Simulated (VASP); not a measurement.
# As (Fm-3m) in VASP: a series of runs

The runs below take As through relaxation of cell and atoms, single point, with PBE.

Program: VASP 6.6.1. These are calculated values, not measurements. Logs are shortened: lines on timing, memory, paths and dates and some standing lists are left out, and cuts for length are marked.

### 1 The cell of the first run

Symmetry: Fm-3m, No. 225, cubic system. The conventional cell has a = 3.413 Å, b = 3.413 Å, c = 3.413 Å, α = 90.00°, β = 90.00°, γ = 90.00°. Within 3.2 Å of As (site symmetry m-3m) lie 12 As at 2.41 Å.

### 2 Relaxation of cell and atoms, PBE, target pressure 220 GPa, at which the enthalpy is minimised

The input, INCAR:

```
PREC = Accurate
ENCUT = 600
EDIFF = 1E-6
ISMEAR = -1
SIGMA = 0.08
LREAL = False
LASPH = True
NELM = 100
ALGO = Normal
ISIF = 3
LWAVE = False
LCHARG = False
GGA = PE
IBRION = 2
NSW = 60
EDIFFG = -0.005
PSTRESS = 2200.0
```

The input, KPOINTS:

```
regular mesh
0
Gamma
  19 19 19
```

The input, POSCAR:

```
As
1.0
    0.0000000000      1.7066296508      1.7066296508
    1.7066296508      0.0000000000      1.7066296508
    1.7066296508      1.7066296508      0.0000000000
As
1
Direct
    0.0000000000      0.0000000000      0.0000000000
```

Potentials or basis: VASP PAW PBE potentials, release 64 (As).

Started as:

```sh
cat potpaw_PBE.64/As/POTCAR > POTCAR
mpirun -np 1 vasp_std > vasp.out
```

OUTCAR:

```text
PREC = Accurate
   ENCUT = 600
   EDIFF = 1E-6
   ISMEAR = -1
   LREAL = False
   LASPH = True
   NELM = 100
   ISIF = 3
   GGA = PE
   IBRION = 2
   NSW = 60
   EDIFFG = -0.005
   PSTRESS = 2200.0

 ion  position               nearest neighbor table
   1  0.000  0.000  0.000-

  LATTYP: Found a face centered cubic cell.
 ALAT       =     3.4132593016

  Lattice vectors:

 A1 = (   0.0000000000,   1.7066296508,   1.7066296508)
 A2 = (   1.7066296508,   0.0000000000,   1.7066296508)
 A3 = (   1.7066296508,   1.7066296508,   0.0000000000)

Analysis of symmetry for initial positions (statically):
=====================================================================
 Subroutine PRICEL returns:
 Original cell was already a primitive cell.

 Routine SETGRP: Setting up the symmetry group for a
 face centered cubic supercell.

 Subroutine GETGRP returns: Found 48 space group operations
 (whereof 48 operations were pure point group operations)
 out of a pool of 48 trial point group operations.

The static configuration has the point symmetry O_h .

Analysis of symmetry for dynamics (positions and initial velocities):
=====================================================================
 Subroutine PRICEL returns:
 Original cell was already a primitive cell.

 Routine SETGRP: Setting up the symmetry group for a
 face centered cubic supercell.

 Subroutine GETGRP returns: Found 48 space group operations
 (whereof 48 operations were pure point group operations)
 out of a pool of 48 trial point group operations.

The dynamic configuration has the point symmetry O_h .

 Subroutine INISYM returns: Found 48 space group operations
 (whereof 48 operations are pure point group operations),
 and found     1 'primitive' translations

----------------------------------------------------------------------------------------

                                     Primitive cell

  volume of cell :       9.9414

  direct lattice vectors                    reciprocal lattice vectors
     0.000000000  1.706629651  1.706629651    -0.292975104  0.292975104  0.292975104
     1.706629651  0.000000000  1.706629651     0.292975104 -0.292975104  0.292975104
     1.706629651  1.706629651  0.000000000     0.292975104  0.292975104 -0.292975104

  length of vectors
     2.413538798  2.413538798  2.413538798     0.507447766  0.507447766  0.507447766

  position of ions in fractional coordinates (direct lattice)
     0.000000000  0.000000000  0.000000000

  ion indices of the primitive-cell ions
   primitive index   ion index
                 1           1

----------------------------------------------------------------------------------------

 KPOINTS: regular mesh

Automatic generation of k-mesh.
 Grid dimensions read from file:
 generate k-points for:   19   19   19

 Generating k-lattice:

  Cartesian coordinates                     Fractional coordinates (reciprocal lattice)
    -0.015419742  0.015419742  0.015419742     0.052631579  0.000000000  0.000000000
     0.015419742 -0.015419742  0.015419742     0.000000000  0.052631579  0.000000000
     0.015419742  0.015419742 -0.015419742     0.000000000  0.000000000  0.052631579

  Length of vectors
     0.026707777  0.026707777  0.026707777

  Shift w.r.t. Gamma in fractional coordinates (k-lattice)
     0.000000000  0.000000000  0.000000000

 Subroutine IBZKPT returns following result:
 ===========================================

 Found    220 irreducible k-points:

 Following reciprocal coordinates:
            Coordinates               Weight
  0.000000  0.000000  0.000000      1.000000
  0.052632  0.000000  0.000000      8.000000
  0.105263  0.000000  0.000000      8.000000
  0.157895  0.000000  0.000000      8.000000
  0.210526  0.000000  0.000000      8.000000
  0.263158  0.000000  0.000000      8.000000
[... 16 lines left out ...]
 -0.315789  0.052632  0.000000     24.000000
 -0.263158  0.052632  0.000000     24.000000
 [... further k-points ...]
   k-points           NKPTS =    220   k-points in BZ     NKDIM =    220   number of bands    NBANDS=      6
   number of dos      NEDOS =    301   number of ions     NIONS =      1
   total plane-waves  NPLWV =   8000
   dimension x,y,z NGX =    20 NGY =   20 NGZ =   20
   dimension x,y,z NGXF=    40 NGYF=   40 NGZF=   40
   ions per type =               1
   NGX,Y,Z   is equivalent  to a cutoff of  13.78, 13.78, 13.78 a.u.
   NGXF,Y,Z  is equivalent  to a cutoff of  27.55, 27.55, 27.55 a.u.
 SYSTEM =  unknown system
   PREC   = accura    normal or accurate (medium, high low for compatibility)
   ISTART =      0    job   : 0-new  1-cont  2-samecut
   ICHARG =      2    charge: 1-file 2-atom 10-const
   ISPIN  =      1    spin polarized calculation?
   LNONCOLLINEAR =      F non collinear calculations
   LSORBIT =      F    spin-orbit coupling
   LASPH  =      T    aspherical Exc in radial PAW
   ENCUT  =  600.0 eV  44.10 Ry    6.64 a.u.   4.82  4.82  4.82*2*pi/ulx,y,z
   NELM   =    100;   NELMIN=  2; NELMDL= -5     # of ELM steps
   EDIFF  = 0.1E-05   stopping-criterion for ELM
   LREAL  =      F    real-space projection
   EDIFFG = -.5E-02   stopping-criterion for IOM
   NSW    =     60    number of steps for IOM
   IBRION =      2    ionic relax: 0-MD 1-quasi-New 2-CG
   NFREE  =      1    steps in history (QN), initial steepest desc. (CG)
   ISIF   =      3    stress and relaxation
   ISYM   =      2    0-nonsym 1-usesym 2-fastsym
   POTIM  = 0.5000    time-step for ionic-motion
   TEBEG  =    0.0;   TEEND  =   0.0 temperature during run
   PSTRESS= 2200.0 pullay stress
   NELECT =       5.0000    total number of electrons
   NUPDOWN=      -1.0000    fix difference up-down
   EMIN   =  10.00;   EMAX   =-10.00  energy-range for DOS
   EFERMI =   0.00;   METHOD = LEGACY
   ISMEAR =    -1;   SIGMA  =   0.08  broadening in eV -4-tet -1-fermi 0-gaus
   EFERMI_NEDOS =   21; number of points for ismear=-14 and -15
   IALGO  =     38    algorithm
   IMIX   =      4    mixing-type and parameters
     AMIX     =   0.40;   BMIX     =  1.00
     AMIX_MAG =   1.60;   BMIX_MAG =  1.00
  volume/ion in A,a.u.               =       9.94        67.09
  Fermi-wavevector in a.u.,A,eV,Ry     =   1.301914  2.460260 23.061595  1.694979
  Thomas-Fermi vector in A             =   2.433016
   LORBIT       =      0    0 simple, 1 ext, 2 COOP (PROOUT), +10 PAW based schemes
   GGA     = PE    functional components
   LHFCALC =     F    Hartree Fock is set to
   AEXX    =    0.0000 exact exchange contribution
   IVDW    =     0    specifies the selected vdW correction
   LEPSILON=     F    determine dielectric tensor
   LRPA    =     F    only Hartree local field effects (RPA)
 conjugate gradient relaxation of ions
 non-spin polarized calculation
  energy-cutoff  :      600.00
  volume of cell :        9.94
 maximum number of plane-waves:       342
   NGX =  9   NGY =  9   NGZ =  9

--------------------------------------- Ionic step        1  -------------------------------------------

 number of electron       5.0000000 magnetization

 Free energy of the ion-electron system (eV)
  ---------------------------------------------------
  ext. energy  EPLUGINS =         0.00000000
  ---------------------------------------------------
  free energy    TOTEN  =        -0.48606101 eV

  energy without entropy =       -0.47701779  energy(sigma->0) =       -0.48153940

------------------------ aborting loop because EDIFF is reached ----------------------------------------

  FORCE on cell =-STRESS in cart. coord.  units (eV):
  Direction    XX          YY          ZZ          XY          YZ          ZX
  --------------------------------------------------------------------------------------
  -------------------------------------------------------------------------------------
  Total       14.0873538     14.0873538     14.0873538     -0.0000000     -0.0000000      0.0000000
  in kB     2270.3465163   2270.3465163   2270.3465163     -0.0000000     -0.0000000      0.0000000
  external PRESSURE =      70.3465163 kB  Pullay stress =    2200.0000000 kB
[... 96 lines left out ...]
  enthalpy is  TOTEN    =        13.1629873171 eV   P V=       13.7691027271

--------------------------------------- Ionic step        4  -------------------------------------------

 number of electron       5.0000000 magnetization

 Free energy of the ion-electron system (eV)
  ---------------------------------------------------
  ext. energy  EPLUGINS =         0.00000000
  ---------------------------------------------------
  free energy    TOTEN  =        -0.60308351 eV

  energy without entropy =       -0.59398859  energy(sigma->0) =       -0.59853605

 E-fermi :  16.3868     XC(G=0): -13.8159

 val. band max:       16.3824588907   @ k =  -0.2105   0.2105   0.0526
 cond. band min:      16.4215303550   @ k =  -0.4211   0.2632   0.1053
 fundamental gap:      0.0390714643
 Fermi energy:        16.3868368849

 k-point     1 :       0.0000    0.0000    0.0000
  band No.  band energies     occupation
      1      -6.9464      2.00000
      2      29.0109      0.00000
      3      29.0109      0.00000
      4      29.0109      0.00000
      5      31.7246      0.00000
      6      31.7246      0.00000

 k-point     2 :       0.0526    0.0000    0.0000
  band No.  band energies     occupation
      1      -6.8374      2.00000
      2      27.0796      0.00000
      3      28.5784      0.00000
      4      28.5784      0.00000
      5      31.2523      0.00000
      6      32.3063      0.00000
[... 190 lines left out ...]
 k-point    24 :      -0.2632    0.0526    0.0000
  band No.  band energies     occupation
      1      -3.7348      2.00000
      2      13.5681      2.00000
      3      23.5263      0.00000
      4      26.9357      0.00000
      5      31.1619      0.00000
      6      31.5811      0.00000

 [... further k-points ...]
[... 5 lines left out ...]
  --------------------------------------------------------------------------------------
  -------------------------------------------------------------------------------------
  Total       13.7648542     13.7648542     13.7648542     -0.0000000     -0.0000000      0.0000000
  in kB     2199.8058026   2199.8058026   2199.8058026     -0.0000000     -0.0000000      0.0000000
  external PRESSURE =      -0.1941974 kB  Pullay stress =    2200.0000000 kB
[... 16 lines left out ...]
  FREE ENERGIE OF THE ION-ELECTRON SYSTEM (eV)
  ---------------------------------------------------
  free  energy   TOTEN  =        -0.6030835130 eV

  energy  without entropy=       -0.5939885888  energy(sigma->0) =       -0.59853605

  enthalpy is  TOTEN    =        13.1629858724 eV   P V=       13.7660693853

 reached required accuracy - stopping structural energy minimisation
```

Wall time 12 s (1 thread of Intel Xeon 6975P-C (Granite Rapids), shared host); peak memory 0.14 GiB.

Results:

```
Free energy                                            : -0.6031 eV
Relaxed volume                                         : 10.03 Å³/atom
Relaxed cell                                           : a = 2.420 Å, b = 2.420 Å, c = 2.420 Å, α = 60.00°, β = 60.00°, γ = 60.00°
Space group after relaxing (to 0.05 Å)                 : Fm-3m (No. 225)
Energy change on relaxing (the enthalpy is what falls) : -117.0 meV/atom
Ionic steps                                            : 4
Pressure after relaxing                                : 220.0 GPa
```

Step by step:
| step | energy change (eV) | largest force (eV/Å) | pressure (GPa) | volume (Å³) |
| --- | --- | --- | --- | --- |
| 1 | 0.0000 | 0.0000 | 227.03 | 9.94 |
| 2 | -0.8082 | 0.0000 | 178.92 | 10.58 |
| 3 | -0.1201 | 0.0000 | 219.82 | 10.03 |
| 4 | -0.1170 | 0.0000 | 219.98 | 10.03 |

Final structure:
```xyz
1
Lattice="0.0000 1.7114 1.7114 1.7114 0.0000 1.7114 1.7114 1.7114 0.0000" Properties=species:S:1:pos:R:3 pbc="T T T"
As    0.0000    0.0000    0.0000
```

Levels at points of the mesh, in eV from the Fermi level:
| k point | band 1 | band 2 | band 3 | band 4 | band 5 | band 6 |
| --- | --- | --- | --- | --- | --- | --- |
| (0.00, 0.00, 0.00) | -23.33 | 12.62 | 12.62 | 12.62 | 15.34 | 15.34 |

Caveat: the cell is relaxed towards a set pressure, so the enthalpy falls and the energy may rise.

### 3 Relaxation of cell and atoms, PBE, target pressure 220 GPa, at which the enthalpy is minimised

The input, INCAR:

```
PREC = Accurate
ENCUT = 600
EDIFF = 1E-6
ISMEAR = -1
SIGMA = 0.08
LREAL = F
LASPH = T
NELM = 80
ALGO = Normal
ISIF = 3
LWAVE = F
LCHARG = F
GGA = PE
IBRION = 2
NSW = 32
EDIFFG = -0.005
PSTRESS = 2200.0
```

KPOINTS is that of step 2.

The input, POSCAR:

```
As
1.0
    0.0000000000      1.7063288433      1.7063288433
    1.7063288433      0.0000000000      1.7063288433
    1.7063288433      1.7063288433      0.0000000000
As
1
Direct
    0.0000000000      0.0000000000      0.0000000000
```

Potentials or basis: VASP PAW PBE potentials, release 64 (As).

Started as:

```sh
cat potpaw_PBE.64/As/POTCAR > POTCAR
mpirun -np 1 vasp_std > vasp.out
```

It took 12 s on 1 thread of Intel Xeon 6975P-C (Granite Rapids), shared host; peak memory 0.14 GiB.

It converged, with:

```yaml
Free_energy: -0.6031 eV
Relaxed_volume: 10.03 Å³/atom
Relaxed_cell: a = 2.420 Å, b = 2.420 Å, c = 2.420 Å, α = 60.00°, β = 60.00°, γ = 60.00°
Space_group_after_relaxing_to_0.05_Å: Fm-3m (No. 225)
Energy_change_on_relaxing_the_enthalpy_is_what_falls: -124.5 meV/atom
Ionic_steps: 4
Pressure_after_relaxing: 220.0 GPa
```

Step by step:
```
step  energy change (eV)  largest force (eV/Å)  pressure (GPa)  volume (Å³)
   1              0.0000                0.0000          227.48         9.94
   2             -0.8554                0.0000          176.58        10.62
   3             -0.1280                0.0000          219.79        10.03
   4             -0.1245                0.0000          219.98        10.03
```

Final structure:
```
As
1.0
     0.00000    1.71142    1.71142
     1.71142    0.00000    1.71142
     1.71142    1.71142    0.00000
As
1
Direct
  0.00000 0.00000 0.00000
```

Levels at points of the mesh, in eV from the Fermi level:
| k point | band 1 | band 2 | band 3 | band 4 | band 5 | band 6 |
| --- | --- | --- | --- | --- | --- | --- |
| (0.00, 0.00, 0.00) | -23.33 | 12.62 | 12.62 | 12.62 | 15.34 | 15.34 |

Caveat: the cell is relaxed towards a set pressure, so the enthalpy falls and the energy may rise.

(Continued in part 2 of 2.)
